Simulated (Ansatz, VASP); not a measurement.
# SiC: VASP beside Ansatz

The input INCAR:

```
ALGO = Normal
EDIFF = 1E-6
ENCUT = 520
GGA = PS
ISIF = 2
ISMEAR = 0
LASPH = T
LCHARG = T
LELF = T
LREAL = F
LVHAR = T
LWAVE = F
NBANDS = 11
NELM = 80
PREC = Accurate
SIGMA = 0.01
```

File KPOINTS:

```
k-points
0
Gamma
  10 10 10
```

File POSCAR:

```
SiC
1.0
    2.1658123179      2.1658123179      0.0000000000
   -2.1658123179      2.1658123179      0.0000000000
    0.0000000000      2.1658123179      2.1658123179
Si C
1 1
Direct
    0.0000000000      0.0000000000      0.0000000000
    0.7500000000      0.2500000000      0.5000000000
```

Input for Ansatz:

```yaml
crystal:
  lattice:
    - [2.16581231787, 2.16581231787, 0.0]
    - [-2.16581231787, 2.16581231787, 0.0]
    - [0.0, 2.16581231787, 2.16581231787]
  atoms:
    - { symbol: Si, position: [0.0, 0.0, 0.0] }
    - { symbol: C, position: [0.75, 0.25, 0.5] }
kpoints:
  mp_grid: { grid: [10, 10, 10] }
scf:
  occupations: { method: fixed }
  convergence: { dr2_threshold: 1.0e-10 }
hamiltonian:
  xc: pbesol
  pseudopotentials: { kind: all_electron, lapw: { basis_error: 0.0005 } }
output:
  forces: true
  stress: true
  eigenstates:
    kpoints:
      - [0.0, 0.0, 0.0]
      - [-0.5, 0.5, 0.0]
      - [-0.5, -0.5, -0.5]
      - [0.0, 0.0, -0.5]
      - [0.0, -0.5, -0.5]
      - [0.0, 0.5, 0.0]
      - [-0.5, 0.0, 0.0]
      - [-0.5, 0.0, -0.5]
  eigenvalues: true
```

Alike in both runs: task single point; functional PBEsol; k mesh 10 × 10 × 10; no spin polarisation.

|  | VASP | Ansatz |
| --- | --- | --- |
| version | VASP 6.6.1 | Ansatz 0.2.0 |
| potentials or method | VASP PAW PBE potentials, release 64 (Si, C), cutoff 520 eV | all-electron LAPW, scalar-relativistic |
| occupations | gaussian, width 0.01 eV | fixed |

VASP gave:

* gap on the k mesh at the Fermi level (eV): 1.22
* pressure (GPa): 4.4

Which values does Ansatz return?

gap on the k mesh at the Fermi level (eV): 1.23; pressure (GPa): 3.9.

VASP's potentials were made for PBE, not for PBEsol. Ansatz ran all-electron here, and VASP with PAW potentials.
